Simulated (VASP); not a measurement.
Write the native input for VASP 6.6.1 that does the following.

```yaml
Task: single point
Functional: r2SCAN
Potentials_or_basis: VASP PAW PBE potentials, release 64 (In_d, P)
Cutoff: 520 eV
k_mesh: 6 × 6 × 6
Occupations: fermi-dirac, width 0.02 eV
Spin: no spin polarisation
Dipole_correction: no
Further_INCAR_settings: ALGO = Normal; EDIFF = 1e-06; NBANDS = 16
```

InP:

```
In P
1.0
     3.41342    0.00000    0.00000
     0.00000    3.41342    0.00000
     0.00000    0.00000    3.41342
In P
1 1
Direct
  0.00000 0.00000 0.00000
  0.50000 0.50000 0.50000
```

The input as run:

POSCAR

```
InP
1.0
    3.4134150559      0.0000000000      0.0000000000
    0.0000000000      3.4134150559      0.0000000000
    0.0000000000      0.0000000000      3.4134150559
In P
1 1
Direct
    0.0000000000      0.0000000000      0.0000000000
    0.5000000000      0.5000000000      0.5000000000
```

INCAR.step1

```
PREC = Accurate
ENCUT = 520
ISMEAR = -1
SIGMA = 0.02
LREAL = F
LASPH = T
NELM = 60
NBANDS = 16
GGA = PE
ALGO = Normal
EDIFF = 1E-4
LWAVE = T
LCHARG = F
```

INCAR.step2

```
PREC = Accurate
ENCUT = 520
EDIFF = 1E-6
ISMEAR = -1
SIGMA = 0.02
LREAL = F
LASPH = T
NELM = 60
ALGO = Normal
ISIF = 2
LWAVE = F
LCHARG = F
METAGGA = R2SCAN
LMIXTAU = T
NBANDS = 16
ISTART = 1
```

KPOINTS

```
regular mesh
0
Gamma
  6 6 6
```

Potentials or basis: VASP PAW PBE potentials, release 64 (In_d, P).

Run with:

```sh
$ cat potpaw_PBE.64/In_d/POTCAR potpaw_PBE.64/P/POTCAR > POTCAR
$ cp INCAR.step1 INCAR
$ mpirun -np 1 vasp_std > vasp.out
$ cp INCAR.step2 INCAR
$ mpirun -np 1 vasp_std > vasp.out
```

Results of the run:

```yaml
Pressure: 0.1 GPa
Band_gap_on_the_k_mesh: zero (band 9 reaches 9.06 eV, above the bottom of band 10 at 6.43 eV)
```

Caveat: the PAW data sets were made with another functional, which shifts forces and pressure a little; spin-orbit coupling is left out, which moves the levels of the heavy elements.

Run time: 38 s on 1 thread of Intel Xeon 6975P-C, with other jobs on the host, peak memory 0.16 GiB.
